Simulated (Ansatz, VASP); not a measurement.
Two plane-wave programs on Sr

INCAR

```
ALGO = Normal ; EDIFF = 1E-6
ENCUT = 500 ; GGA = PE
GGA_COMPAT = F ; ISIF = 2
ISMEAR = 0 ; LASPH = T
LCHARG = F ; LREAL = F
LWAVE = F ; NBANDS = 11
NELM = 120 ; PREC = Accurate
SIGMA = 0.1
```

File KPOINTS:

```
k-points
0
Gamma
  2 2 2
```

The input POSCAR:

```
Sr
1.0
   -2.4250000000      2.4250000000      2.4250000000
    2.4250000000     -2.4250000000      2.4250000000
    2.4250000000      2.4250000000     -2.4250000000
Sr
1
Direct
    0.0000000000      0.0000000000      0.0000000000
```

Input for Ansatz:

```yaml
crystal:
  lattice:
    - [-2.425, 2.425, 2.425]
    - [2.425, -2.425, 2.425]
    - [2.425, 2.425, -2.425]
  atoms:
    - { symbol: Sr, position: [0.0, 0.0, 0.0] }
basis:
  ecutwfc: 420
kpoints:
  mp_grid: { grid: [2, 2, 2] }
hamiltonian:
  xc: pbe
scf:
  occupations: { method: gaussian, width: 0.1 }
  lower_state_search: standard
  n_extra_bands: 30
output:
  forces: true
  stress: true
  eigenvalues: true
```

Alike in both runs: task single point; functional PBE; k mesh 2 × 2 × 2; occupations gaussian, width 0.1 eV; no spin polarisation.

```csv
,VASP,Ansatz
version,VASP 6.6.1,Ansatz 0.2.0
potentials or method,"VASP PAW PBE potentials, release 64 (Sr_sv), cutoff 500 eV","scalar-relativistic, plane waves, PAW"
valence electrons in the cell,10,10
```

|  | VASP | Ansatz | Ansatz less VASP |
| --- | --- | --- | --- |
| gap on the k mesh at the Fermi level (eV) | none | none | - |
| pressure (GPa) | -3.7 | -3.7 | +0.01 |

A gap of «none» marks a metal or a gap that the smearing closes. With one functional, cell and mesh, what is left measures potentials, basis and numerics.

The k mesh is coarse, so the values compare programs but aren't converged.
